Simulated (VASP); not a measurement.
# Ru: single point with PBEsol

Crystal: Ru.

```
Ru
1.0
     2.40226    0.00000    0.00000
    -1.20113    2.08041    0.00000
     0.00000    0.00000    3.83759
Ru
2
Cartesian
  0.0000 1.3869 0.9594
  1.2011 0.6935 2.8782
```

```json
{"Program": "VASP 6.6.1", "Task": "single point", "Functional": "PBEsol", "Potentials or basis": "VASP PAW PBE potentials, release 64 (Ru_pv)", "Cutoff": "520 eV", "k mesh": "18 × 18 × 10", "Occupations": "fermi-dirac, width 0.05 eV", "Spin": "no spin polarisation", "Dipole correction": "no", "Further INCAR settings": "ALGO = Normal; EDIFF = 1e-06; NBANDS = 21"}
```

* Pressure: 247.1 GPa
* Band gap on the k mesh: zero (band 14 reaches 22.81 eV, above the bottom of band 15 at 17.40 eV)

Stress tensor (GPa, compression positive):
```
247.02   0.00   0.00
  0.00 247.02   0.00
  0.00   0.00 247.20
```

Levels at points of the mesh, in eV from the Fermi level:
| k point | band 12 | band 13 | band 14 | band 15 | band 16 | band 17 |
| --- | --- | --- | --- | --- | --- | --- |
| (0.00, 0.00, 0.00) | -3.25 | -3.25 | -2.24 | -2.24 | 1.90 | 1.90 |
| (0.50, 0.00, 0.00) | -2.37 | -2.10 | 2.64 | 3.35 | 3.35 | 6.69 |
| (0.00, 0.00, 0.50) | -4.62 | -3.75 | -3.75 | 0.97 | 0.97 | 0.97 |
| (0.50, 0.00, 0.50) | -1.78 | 0.93 | 0.93 | 3.06 | 3.06 | 5.41 |

It took 37 s on 1 thread of AMD EPYC 9R45 96-Core Processor (Zen 5), on a shared host, peak memory 0.15 GiB.

Caveat: the PAW data sets were made with another functional, which shifts forces and pressure a little.
